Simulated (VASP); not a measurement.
Wanted: the native input for a VASP 6.6.1 run.

```
Task                   : single point
Functional             : PBEsol
Potentials or basis    : VASP PAW PBE potentials, release 64 (Si, C)
Cutoff                 : 520 eV
k mesh                 : 1 × 1 × 1, shifted
Occupations            : fermi-dirac, width 0.05 eV
Spin                   : no spin polarisation
Dipole correction      : no
Further INCAR settings : LREAL = Auto; ALGO = Normal; EDIFF = 1e-06; NBANDS = 166; ISYM = -1
```

The structure of Si33C31 (a cell with a defect) lies in POSCAR:

```
Si33C31
1.0
    8.7137060000      0.0000000000      0.0000000000
    0.0000000000      8.7137060000      0.0000000000
    0.0000000000      0.0000000000      8.7137060000
Si C
33 31
Direct
    0.0002610000      0.0002630000      0.0000160000
    0.0028240000      0.0028620000      0.4997390000
    0.0028520000      0.4999400000      0.0026500000
    0.0009000000      0.4998790000      0.4996950000
    0.4999550000      0.0028600000      0.0026630000
    0.4999290000      0.0009400000      0.4996880000
    0.4999340000      0.4998680000      0.0006830000
    0.4827000000      0.4826790000      0.4824480000
    0.6250140000      0.6250910000      0.6249280000
    0.2500140000      0.2499910000      0.0000910000
    0.2474140000      0.2474010000      0.4995840000
    0.2473310000      0.7502460000      0.0027790000
    0.2495740000      0.7504910000      0.4996680000
    0.7502150000      0.2473040000      0.0027560000
    0.7505040000      0.2495520000      0.4996910000
    0.7505010000      0.7504650000      0.0006870000
    0.7672530000      0.7672350000      0.4826510000
    0.2500130000      0.0002920000      0.2497510000
    0.2473020000      0.0030480000      0.7500470000
    0.2474670000      0.4998420000      0.2472250000
    0.2495570000      0.4999000000      0.7502970000
    0.7502650000      0.0030390000      0.2470800000
    0.7504900000      0.0009370000      0.7502520000
    0.7504970000      0.4998610000      0.2493060000
    0.7672900000      0.4828920000      0.7670800000
    0.0003100000      0.2499930000      0.2497510000
    0.0029460000      0.2473420000      0.7500420000
    0.0030290000      0.7502910000      0.2470920000
    0.0009340000      0.7504630000      0.7502590000
    0.4998630000      0.2474860000      0.2472250000
    0.4999510000      0.2495190000      0.7502970000
    0.4999070000      0.7504770000      0.2493050000
    0.4828730000      0.7673950000      0.7670910000
    0.1253660000      0.1253480000      0.1251260000
    0.1253440000      0.1254200000      0.6250910000
    0.1253700000      0.6252950000      0.1251580000
    0.1254420000      0.6254060000      0.6251840000
    0.6252730000      0.1254130000      0.1251730000
    0.6254210000      0.1254110000      0.6251880000
    0.6254420000      0.6254210000      0.1251900000
    0.3748560000      0.3749000000      0.1251290000
    0.3695640000      0.3695790000      0.6253990000
    0.3748460000      0.8758530000      0.1252150000
    0.3694330000      0.8814570000      0.6247680000
    0.8758820000      0.3748420000      0.1252050000
    0.8813810000      0.3695250000      0.6247740000
    0.8758790000      0.8758800000      0.1250740000
    0.8810900000      0.8810460000      0.6257570000
    0.3748600000      0.1253610000      0.3746430000
    0.3748660000      0.1254570000      0.8756480000
    0.3696090000      0.6256570000      0.3693780000
    0.3695010000      0.6249820000      0.8811520000
    0.8759010000      0.1254570000      0.3746300000
    0.8759000000      0.1252910000      0.8756590000
    0.8814400000      0.6250180000      0.3692480000
    0.8811480000      0.6259810000      0.8808840000
    0.1253590000      0.3748800000      0.3746290000
    0.1254640000      0.3748680000      0.8756940000
    0.1254530000      0.8759270000      0.3746440000
    0.1253300000      0.8758760000      0.8756460000
    0.6256600000      0.3696290000      0.3693710000
    0.6249830000      0.3695160000      0.8811440000
    0.6250070000      0.8814130000      0.3692380000
    0.6260190000      0.8811300000      0.8809450000
```

The input as run:

INCAR

```
ALGO = Normal ; EDIFF = 1E-6
ENCUT = 520 ; GGA = PS
GGA_COMPAT = F ; ISIF = 2
ISMEAR = -1 ; ISYM = -1
LASPH = T ; LCHARG = F
LREAL = Auto ; LWAVE = F
NBANDS = 166 ; NELM = 120
PREC = Accurate ; SIGMA = 0.05
```

KPOINTS

```
explicit points
1
Reciprocal
  0.25000000   0.25000000   0.25000000 1
```

Potentials or basis: VASP PAW PBE potentials, release 64 (Si, C).

Launch:

```console
$ cat potpaw_PBE.64/Si/POTCAR potpaw_PBE.64/C/POTCAR > POTCAR
$ mpirun -np 1 vasp_std > vasp.out
```

Results of the run:

```
Pressure               : 5.5 GPa
Largest force          : 0.038 eV/Å
Band gap on the k mesh : 1.71 eV
```

Caveat: the PAW data sets were made with another functional, which shifts forces and pressure a little.

Run time: 2.6 min on 1 thread of AMD EPYC 9R45 96-Core Processor (Zen 5) (shared host), peak memory 0.65 GiB.
